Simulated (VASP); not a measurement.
# Ga (I4_1/amd) in VASP: further runs

Runs on Ga. Level: LDA. Tasks: relaxation of cell and atoms.

Everything below comes from runs of VASP 6.6.1. Logs are shortened: lines on timing, memory, paths and dates and some standing lists are left out, and cuts for length are marked.

### 1 The cell of the first run

The structure is tetragonal, space group I4_1/amd (No. 141). The conventional cell has a = 4.646 Å, b = 4.646 Å, c = 2.555 Å, α = 90.00°, β = 90.00°, γ = 90.00°. Ga (site symmetry -4m2) has 10 Ga at 2.41 to 3.01 Å within 3.2 Å.

### 2 Relaxation of cell and atoms, LDA, target pressure 29 GPa, at which the enthalpy is minimised

The input, INCAR:

```
SYSTEM = Ga
ALGO = Normal ; EDIFF = 1E-6
EDIFFG = -0.005 ; ENCUT = 600
GGA = CA ; IBRION = 2
ISIF = 3 ; ISMEAR = -1
LASPH = .TRUE. ; LCHARG = .FALSE.
LREAL = .FALSE. ; LWAVE = .FALSE.
NELM = 80 ; NSW = 60
PREC = Accurate ; PSTRESS = 290.0
SIGMA = 0.08
```

The input, KPOINTS:

```
k-points
0
G
  16 16 16
  0 0 0
```

The input, POSCAR:

```
Ga
1.0
   -2.3227670757      2.3227670757      1.2775218916
    2.3227670757     -2.3227670757      1.2775218916
    2.3227670757      2.3227670757     -1.2775218916
Ga
2
Direct
   -0.3750000000     -0.1250000000     -0.2500000000
    0.3750000000      0.1250000000      0.2500000000
```

Potentials or basis: VASP PAW LDA potentials, release 64 (Ga_d).

Run with:

```console
$ cat potpaw_LDA.64/Ga_d/POTCAR > POTCAR
$ mpirun -np 1 vasp_std > vasp.out
```

OUTCAR:

```text
SYSTEM = Ga
   EDIFF = 1E-6
   EDIFFG = -0.005
   ENCUT = 600
   GGA = CA
   IBRION = 2
   ISIF = 3
   ISMEAR = -1
   LASPH = .TRUE.
   LREAL = .FALSE.
   NELM = 80
   NSW = 60
   PREC = Accurate
   PSTRESS = 290.0

 ion  position               nearest neighbor table
   1  0.625  0.875  0.750-   2 2.41   2 2.41   2 2.41   2 2.41
   2  0.375  0.125  0.250-   1 2.41   1 2.41   1 2.41   1 2.41

  LATTYP: Found a body centered tetragonal cell.
 ALAT       =     4.6455341514
 C/A-ratio  =     0.5500000000

  Lattice vectors:

 A1 = (  -2.3227670757,   2.3227670757,   1.2775218916)
 A2 = (   2.3227670757,  -2.3227670757,   1.2775218916)
 A3 = (   2.3227670757,   2.3227670757,  -1.2775218916)

Analysis of symmetry for initial positions (statically):
=====================================================================
 Subroutine PRICEL returns:
 Original cell was already a primitive cell.

 Routine SETGRP: Setting up the symmetry group for a
 body centered tetragonal supercell.

 Subroutine GETGRP returns: Found 16 space group operations
 (whereof  4 operations were pure point group operations)
 out of a pool of 16 trial point group operations.

The static configuration has the point symmetry C_2h.
 The point group associated with its full space group is D_4h.

Analysis of symmetry for dynamics (positions and initial velocities):
=====================================================================
 Subroutine PRICEL returns:
 Original cell was already a primitive cell.

 Routine SETGRP: Setting up the symmetry group for a
 body centered tetragonal supercell.

 Subroutine GETGRP returns: Found 16 space group operations
 (whereof  4 operations were pure point group operations)
 out of a pool of 16 trial point group operations.

The dynamic configuration has the point symmetry C_2h.
 The point group associated with its full space group is D_4h.

 Subroutine INISYM returns: Found 16 space group operations
 (whereof  4 operations are pure point group operations),
 and found     1 'primitive' translations

----------------------------------------------------------------------------------------

                                     Primitive cell

  volume of cell :      27.5702

  direct lattice vectors                    reciprocal lattice vectors
    -2.322767076  2.322767076  1.277521892     0.000000000  0.215260499  0.391382726
     2.322767076 -2.322767076  1.277521892     0.215260499  0.000000000  0.391382726
     2.322767076  2.322767076 -1.277521892     0.215260499  0.215260499  0.000000000

  length of vectors
     3.524564648  3.524564648  3.524564648     0.446673841  0.446673841  0.304424317

  position of ions in fractional coordinates (direct lattice)
     0.625000000  0.875000000  0.750000000
     0.375000000  0.125000000  0.250000000

  ion indices of the primitive-cell ions
   primitive index   ion index
                 1           1
                 2           2

----------------------------------------------------------------------------------------

 KPOINTS: k-points

Automatic generation of k-mesh.
 Grid dimensions read from file:
 generate k-points for:   16   16   16

 Generating k-lattice:

  Cartesian coordinates                     Fractional coordinates (reciprocal lattice)
     0.000000000  0.013453781  0.024461420     0.062500000  0.000000000  0.000000000
     0.013453781  0.000000000  0.024461420     0.000000000  0.062500000  0.000000000
     0.013453781  0.013453781  0.000000000     0.000000000  0.000000000  0.062500000

  Length of vectors
     0.027917115  0.027917115  0.019026520

  Shift w.r.t. Gamma in fractional coordinates (k-lattice)
     0.000000000  0.000000000  0.000000000

 Subroutine IBZKPT returns following result:
 ===========================================

 Found    349 irreducible k-points:

 Following reciprocal coordinates:
            Coordinates               Weight
  0.000000  0.000000  0.000000      1.000000
  0.062500  0.000000 -0.000000      8.000000
  0.125000  0.000000 -0.000000      8.000000
  0.187500  0.000000 -0.000000      8.000000
  0.250000  0.000000 -0.000000      8.000000
  0.312500  0.000000 -0.000000      8.000000
[... 16 lines left out ...]
 -0.125000  0.062500  0.000000     16.000000
 -0.062500  0.062500  0.000000      4.000000
 [... further k-points ...]
   k-points           NKPTS =    349   k-points in BZ     NKDIM =    349   number of bands    NBANDS=     17
   number of dos      NEDOS =    301   number of ions     NIONS =      2
   total plane-waves  NPLWV =  21952
   dimension x,y,z NGX =    28 NGY =   28 NGZ =   28
   dimension x,y,z NGXF=    56 NGYF=   56 NGZF=   56
   ions per type =               2
   NGX,Y,Z   is equivalent  to a cutoff of  13.21, 13.21, 13.21 a.u.
   NGXF,Y,Z  is equivalent  to a cutoff of  26.41, 26.41, 26.41 a.u.
 SYSTEM =  Ga
   PREC   = accura    normal or accurate (medium, high low for compatibility)
   ISTART =      0    job   : 0-new  1-cont  2-samecut
   ICHARG =      2    charge: 1-file 2-atom 10-const
   ISPIN  =      1    spin polarized calculation?
   LNONCOLLINEAR =      F non collinear calculations
   LSORBIT =      F    spin-orbit coupling
   LASPH  =      T    aspherical Exc in radial PAW
   ENCUT  =  600.0 eV  44.10 Ry    6.64 a.u.   7.04  7.04  7.04*2*pi/ulx,y,z
   NELM   =     80;   NELMIN=  2; NELMDL= -5     # of ELM steps
   EDIFF  = 0.1E-05   stopping-criterion for ELM
   LREAL  =      F    real-space projection
   EDIFFG = -.5E-02   stopping-criterion for IOM
   NSW    =     60    number of steps for IOM
   IBRION =      2    ionic relax: 0-MD 1-quasi-New 2-CG
   NFREE  =      1    steps in history (QN), initial steepest desc. (CG)
   ISIF   =      3    stress and relaxation
   ISYM   =      2    0-nonsym 1-usesym 2-fastsym
   POTIM  = 0.5000    time-step for ionic-motion
   TEBEG  =    0.0;   TEEND  =   0.0 temperature during run
   PSTRESS=  290.0 pullay stress
   NELECT =      26.0000    total number of electrons
   NUPDOWN=      -1.0000    fix difference up-down
   EMIN   =  10.00;   EMAX   =-10.00  energy-range for DOS
   EFERMI =   0.00;   METHOD = LEGACY
   ISMEAR =    -1;   SIGMA  =   0.08  broadening in eV -4-tet -1-fermi 0-gaus
   EFERMI_NEDOS =   21; number of points for ismear=-14 and -15
   IALGO  =     38    algorithm
   IMIX   =      4    mixing-type and parameters
     AMIX     =   0.40;   BMIX     =  1.00
     AMIX_MAG =   1.60;   BMIX_MAG =  1.00
  volume/ion in A,a.u.               =      13.79        93.03
  Fermi-wavevector in a.u.,A,eV,Ry     =   1.605410  3.033786 35.066872  2.577342
  Thomas-Fermi vector in A             =   2.701761
   LORBIT       =      0    0 simple, 1 ext, 2 COOP (PROOUT), +10 PAW based schemes
   GGA     = CA    functional components
   LHFCALC =     F    Hartree Fock is set to
   AEXX    =    0.0000 exact exchange contribution
   IVDW    =     0    specifies the selected vdW correction
   LEPSILON=     F    determine dielectric tensor
   LRPA    =     F    only Hartree local field effects (RPA)
 conjugate gradient relaxation of ions
 non-spin polarized calculation
  energy-cutoff  :      600.00
  volume of cell :       27.57
 maximum number of plane-waves:       941
   NGX = 15   NGY = 15   NGZ = 15

--------------------------------------- Ionic step        1  -------------------------------------------

 number of electron      25.9999986 magnetization

 Free energy of the ion-electron system (eV)
  ---------------------------------------------------
  ext. energy  EPLUGINS =         0.00000000
  ---------------------------------------------------
  free energy    TOTEN  =        -6.44864920 eV

  energy without entropy =       -6.43293471  energy(sigma->0) =       -6.44079195

------------------------ aborting loop because EDIFF is reached ----------------------------------------

  FORCE on cell =-STRESS in cart. coord.  units (eV):
  Direction    XX          YY          ZZ          XY          YZ          ZX
  --------------------------------------------------------------------------------------
  -------------------------------------------------------------------------------------
  Total        6.0102426      6.0102426      4.3158844      0.0000000      0.0000000      0.0000000
  in kB      349.2713129    349.2713129    250.8076184      0.0000000      0.0000000      0.0000000
  external PRESSURE =      26.4500814 kB  Pullay stress =     290.0000000 kB
[... 251 lines left out ...]
  enthalpy is  TOTEN    =        -1.4877783413 eV   P V=        5.0458447136

--------------------------------------- Ionic step        8  -------------------------------------------

 number of electron      26.0000023 magnetization

 Free energy of the ion-electron system (eV)
  ---------------------------------------------------
  ext. energy  EPLUGINS =         0.00000000
  ---------------------------------------------------
  free energy    TOTEN  =        -6.53819767 eV

  energy without entropy =       -6.52395985  energy(sigma->0) =       -6.53107876

 E-fermi :   8.3145     XC(G=0): -12.9082

 val. band max:        8.2924182206   @ k =   0.1875   0.1875   0.1875
 cond. band min:       8.3263129150   @ k =  -0.1250   0.4375   0.1250
 fundamental gap:      0.0338946945
 Fermi energy:         8.3145484626

 k-point     1 :       0.0000    0.0000    0.0000
  band No.  band energies     occupation
      1      -7.5356      2.00000
      2      -7.4333      2.00000
      3      -7.3822      2.00000
      4      -7.3757      2.00000
      5      -6.7465      2.00000
      6      -6.7465      2.00000
[... 9 lines left out ...]
     16      20.5371      0.00000
     17      20.5371      0.00000
[... 443 lines left out ...]
      1      -7.5284      2.00000
      2      -7.4237      2.00000
      3      -7.3842      2.00000
      4      -7.3781      2.00000
      5      -6.7498      2.00000
      6      -6.7441      2.00000
[... 9 lines left out ...]
     16      19.8295      0.00000
     17      20.1581      0.00000

 [... further k-points ...]

------------------------ aborting loop because EDIFF is reached ----------------------------------------

  FORCE on cell =-STRESS in cart. coord.  units (eV):
  Direction    XX          YY          ZZ          XY          YZ          ZX
  --------------------------------------------------------------------------------------
  -------------------------------------------------------------------------------------
  Total        5.0493151      5.0493151      5.0404134      0.0000000      0.0000000      0.0000000
  in kB      289.9380796    289.9380796    289.4269300      0.0000000      0.0000000      0.0000000
  external PRESSURE =      -0.2323036 kB  Pullay stress =     290.0000000 kB
[... 17 lines left out ...]
  FREE ENERGIE OF THE ION-ELECTRON SYSTEM (eV)
  ---------------------------------------------------
  free  energy   TOTEN  =        -6.5381976691 eV

  energy  without entropy=       -6.5239598450  energy(sigma->0) =       -6.53107876

  enthalpy is  TOTEN    =        -1.4878041753 eV   P V=        5.0503934938

 reached required accuracy - stopping structural energy minimisation
```

Run time: 25 min. Hardware: 1 thread of AMD EPYC 7R43 (Zen 3), shared host; peak memory 0.24 GiB.

What came out:

- Free energy: -6.5382 eV
- Relaxed volume: 13.95 Å³/atom
- Relaxed cell: a = 3.574 Å, b = 3.574 Å, c = 3.574 Å, α = 96.95°, β = 96.95°, γ = 139.30°
- Space group after relaxing (to 0.1 Å): I4_1/amd (No. 141)
- Energy change on relaxing (the run minimises the enthalpy): -44.8 meV/atom
- Ionic steps: 8
- Pressure after relaxing: 29.0 GPa
- Band gap on the k mesh: zero (bands 13 and 14 overlap by 9.42 eV)

Step by step:
```tsv
step	energy change (eV)	largest force (eV/Å)	pressure (GPa)	volume (Å³)
1	0.0000	0.0000	31.65	27.57
2	-0.1853	0.0000	25.41	28.47
3	-0.1531	0.0000	26.50	28.29
4	-0.0495	0.0000	30.53	27.69
5	-0.0899	0.0000	28.94	27.90
6	-0.0913	0.0000	28.80	27.91
7	-0.0850	0.0000	29.09	27.88
8	-0.0895	0.0000	28.98	27.90
```

Final structure:
```xyz
2
Lattice="-2.3691 2.3691 1.2428 2.3691 -2.3691 1.2428 2.3691 2.3691 -1.2428" Properties=species:S:1:pos:R:3 pbc="T T T"
Ga    2.3691    1.1846    0.9321
Ga    0.0000    1.1846    0.3107
```

Caveat: the cell is relaxed towards a set pressure, so the run minimises the enthalpy, not the energy.

[end of part 1 of 2]

The gap in the log of VASP goes by the Fermi energy; the results here count the filled bands.